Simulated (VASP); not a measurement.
BeS, 2 atoms in the cell. It takes space group F-43m (No. 216, cubic). The conventional cell has a = 4.869 Å, b = 4.869 Å, c = 4.869 Å, α = 90.00°, β = 90.00°, γ = 90.00°. Be (site symmetry -43m) has 4 S at 2.11 Å within 2.8 Å. S (site symmetry -43m) has 4 Be at 2.11 Å within 2.8 Å. 

```yaml
Program: VASP 6.6.1
Task: single point
Functional: PBE-based global hybrid with 20 % exact exchange
Potentials_or_basis: VASP PAW PBE potentials, release 64 (Be, S)
Cutoff: 520 eV
k_mesh: 4 × 4 × 4
Occupations: gaussian, width 0.01 eV
Spin: no spin polarisation
Dipole_correction: no
Grid_for_exact_exchange_PRECFOCK: Normal
Share_of_exact_exchange: 0.2
Further_INCAR_settings: ALGO = Normal; EDIFF = 1e-06; NBANDS = 11
```

Potentials or basis: VASP PAW PBE potentials, release 64 (Be, S).

Run with:

```sh
$ cat potpaw_PBE.64/Be/POTCAR potpaw_PBE.64/S/POTCAR > POTCAR
$ cp INCAR.step1 INCAR
$ mpirun -np 1 vasp_std > vasp.out
$ cp INCAR.step2 INCAR
$ mpirun -np 1 vasp_std > vasp.out
```

Hardware: 1 thread of AMD EPYC 9R45 (Zen 5), with other jobs on the host.

Estimate the wall time of this run.

It took 38 s on 1 thread of AMD EPYC 9R45 (Zen 5) (shared host), peak memory 0.12 GiB. Counts: k points 8.
